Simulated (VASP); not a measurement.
Write the native input for VASP 6.6.1 that does the following.

```yaml
Task: single point
Functional: LDA
Potentials_or_basis: VASP PAW LDA potentials, release 64 (Ru_pv, Te)
Cutoff: 520 eV
k_mesh: 5 × 5 × 5
Occupations: gaussian, width 0.05 eV
Spin: collinear spin, ferromagnetic start
Starting_moments: "[4.0, 0.0] μB"
Hubbard_terms: Ru d U = 6.0 eV
Dipole_correction: no
Further_INCAR_settings: ALGO = Normal; EDIFF = 1e-06; NBANDS = 21
```

The structure of TeRu lies in POSCAR:

```
TeRu
1.0
    0.0000000000      3.1139297200      3.1139297200
    3.1139297200      0.0000000000      3.1139297200
    3.1139297200      3.1139297200      0.0000000000
Ru Te
1 1
Direct
    0.0000000000      0.0000000000      0.0000000000
    0.2500000000      0.2500000000      0.2500000000
```

One way to write it, as run:

INCAR

```
PREC = Accurate
ENCUT = 520
EDIFF = 1E-6
ISMEAR = 0
SIGMA = 0.05
LREAL = False
LASPH = True
NELM = 150
ALGO = Normal
ISIF = 2
LWAVE = False
LCHARG = True
ISPIN = 2
MAGMOM = 4 0
LORBIT = 11
LMAXMIX = 4
LDAU = True
LDAUTYPE = 2
LDAUL = 2 -1
LDAUU = 6 0
LDAUJ = 0 0
LDAUPRINT = 1
LELF = True
LVHAR = True
NBANDS = 21
```

KPOINTS

```
Automatic mesh
0
Gamma
  5 5 5
```

Potentials or basis: VASP PAW LDA potentials, release 64 (Ru_pv, Te).

Command:

```sh
$ cat potpaw_LDA.64/Ru_pv/POTCAR potpaw_LDA.64/Te/POTCAR > POTCAR
$ mpirun -np 1 vasp_std > vasp.out
```

Results of the run:

| Item | Value |
| --- | --- |
| Pressure | -3.5 GPa |
| Net moment | 3.10 μB per cell |
| Site moments | Ru +2.83; Te +0.04 μB |
| Valence electrons inside the program's atomic spheres | Ru 12.38; Te 3.43 |

Caveat: the U is typed as a test and isn't derived for this compound.

It took 31 s on 1 thread of Intel(R) Xeon(R) Platinum 8375C CPU @ 2.90GHz (Ice Lake), on a shared host, peak memory 0.19 GiB.
